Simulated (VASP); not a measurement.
The system is Be2C.

```xyz
3
Lattice="0.0000 2.1650 2.1650 2.1650 0.0000 2.1650 2.1650 2.1650 0.0000" Properties=species:S:1:pos:R:3 pbc="T T T"
Be    1.0825    1.0825    1.0825
Be    3.2475    3.2475    3.2475
C     0.0000    0.0000    0.0000
```

Base run:

| Item | Value |
| --- | --- |
| Program | VASP 6.6.1 |
| Functional | PBE-based screened hybrid with 10 % exact exchange |
| Potentials or basis | VASP PAW PBE potentials, release 64 (Be, C) |
| Cutoff | 520 eV |
| k mesh | 6 × 6 × 6 |
| Occupations | gaussian, width 0.05 eV |
| Spin | no spin polarisation |

Its results: band gap on the k mesh 1.44 eV (least direct gap 4.51 eV); pressure -1.2 GPa.

**Question.** The run is repeated on the same cell with these changes: functional from PBE-based screened hybrid with 10 % exact exchange to PBE; cutoff from 520 eV to 600 eV. What comes out?

**Answer.** Band gap on the k mesh 1.15 eV (least direct gap 4.12 eV); pressure 0.0 GPa.

Caveats: the PAW data sets were made with another functional, which shifts forces and pressure a little (at least some runs).

A k mesh can miss the band edges.
